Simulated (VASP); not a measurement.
Input of a VASP 6.6.1 run:

Contents of INCAR:

```
  PREC = Accurate
  ENCUT = 600
  EDIFF = 1E-6
  ISMEAR = 0
  SIGMA = 0.1
  LREAL = F
  LASPH = T
  NELM = 100
  ALGO = Fast
  ISIF = 3
  LWAVE = F
  LCHARG = F
  GGA = PE
  IBRION = 2
  NSW = 100
  EDIFFG = -0.01
```

The input KPOINTS:

```
Automatic mesh
0
Gamma
  18 18 18
```

Contents of POSCAR:

```
InPd
1.0
    0.0000000000      2.7449881444      2.7449881444
    2.7449881444      0.0000000000      2.7449881444
    2.7449881444      2.7449881444      0.0000000000
In Pd
1 1
Direct
    0.0000000000      0.0000000000      0.0000000000
    0.5000000000      0.5000000000      0.5000000000
```

Potentials or basis: VASP PAW PBE potentials, release 64 (In_d, Pd).

Run with:

```console
$ cat potpaw_PBE.64/In_d/POTCAR potpaw_PBE.64/Pd/POTCAR > POTCAR
$ mpirun -np 1 vasp_std > vasp.out
```

Task: Predict the relaxed cell.

Result: a = 3.884 Å, b = 3.884 Å, c = 3.884 Å, α = 60.00°, β = 60.00°, γ = 60.00°.

Task: Predict the space group after relaxing (to 0.1 Å).

Result: Fm-3m (No. 225).

Task: What does it give for the relaxed volume?

Result: 20.72 Å³/atom.

Final structure:
```cif
data_structure
_symmetry_space_group_name_H-M 'P 1'
_symmetry_Int_Tables_number 1
_cell_length_a 3.8845
_cell_length_b 3.8845
_cell_length_c 3.8845
_cell_angle_alpha 60.000
_cell_angle_beta 60.000
_cell_angle_gamma 60.000
_cell_volume 41.45
loop_
_atom_site_label
_atom_site_type_symbol
_atom_site_fract_x
_atom_site_fract_y
_atom_site_fract_z
_atom_site_occupancy
In1 In 0.00000 0.00000 0.00000 1
Pd1 Pd 0.50000 0.50000 0.50000 1
```
